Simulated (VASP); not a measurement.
Here is a VASP 6.6.1 calculation.

Contents of INCAR:

```
PREC = Accurate ; ENCUT = 520
EDIFF = 1E-6 ; ISMEAR = 0
SIGMA = 0.05 ; LREAL = Auto
LASPH = True ; NELM = 60
ALGO = Fast ; ISIF = 2
LWAVE = False ; LCHARG = False
GGA = PE ; NBANDS = 132
```

The input KPOINTS:

```
regular mesh
0
Gamma
  1 1 9
```

File POSCAR:

```
Cu
1.0
   15.7000000000      0.0000000000      0.0000000000
    0.0000000000     14.4000000000      0.0000000000
    0.0000000000      0.0000000000      6.2869084722
Cu
21
Direct
    0.3820192247      0.3217625253      0.0000000000
    0.3820192247      0.6782374747      0.0000000000
    0.2876346045      0.5000000000      0.3333333333
    0.6651730854      0.5000000000      0.0000000000
    0.5707884652      0.3217625253      0.3333333333
    0.5707884652      0.6782374747      0.3333333333
    0.4764038449      0.5000000000      0.6666666667
    0.3820192247      0.5000000000      0.0000000000
    0.5707884652      0.5000000000      0.3333333333
    0.4764038449      0.3217625253      0.6666666667
    0.4764038449      0.6782374747      0.6666666667
    0.5235961551      0.4108812626      0.0000000000
    0.4292115348      0.5891187374      0.3333333333
    0.3348269146      0.4108812626      0.6666666667
    0.7123653955      0.4108812626      0.3333333333
    0.6179807753      0.5891187374      0.6666666667
    0.5235961551      0.5891187374      0.0000000000
    0.4292115348      0.4108812626      0.3333333333
    0.3348269146      0.5891187374      0.6666666667
    0.7123653955      0.5891187374      0.3333333333
    0.6179807753      0.4108812626      0.6666666667
```

Potentials or basis: VASP PAW PBE potentials, release 64 (Cu).

Command:

```sh
$ cat potpaw_PBE.64/Cu/POTCAR > POTCAR
$ mpirun -np 1 vasp_std > vasp.out
```

Q: Predict the largest force.

A: 0.910 eV/Å.

Q: What does it give for the band gap on the k mesh?

A: Zero (an odd number of electrons rules out a gap without spin polarisation).

Forces in eV/Å, atoms in the order of the input:
```
Cu   0.464  0.682 -0.168
Cu   0.464 -0.682 -0.168
Cu   0.883  0.000  0.157
Cu  -0.316  0.000  0.104
Cu  -0.212  0.565  0.177
Cu  -0.212 -0.565  0.177
Cu  -0.015  0.000  0.071
Cu  -0.256  0.000  0.090
Cu   0.464  0.000 -0.101
Cu  -0.006  0.395  0.060
Cu  -0.006 -0.395  0.060
Cu   0.020 -0.302 -0.069
Cu  -0.106  0.168 -0.107
Cu   0.392  0.236  0.045
Cu  -0.789  0.447 -0.077
Cu  -0.142 -0.077 -0.024
Cu   0.020  0.302 -0.069
Cu  -0.106 -0.168 -0.107
Cu   0.392 -0.236  0.045
Cu  -0.789 -0.447 -0.077
Cu  -0.142  0.077 -0.024
```
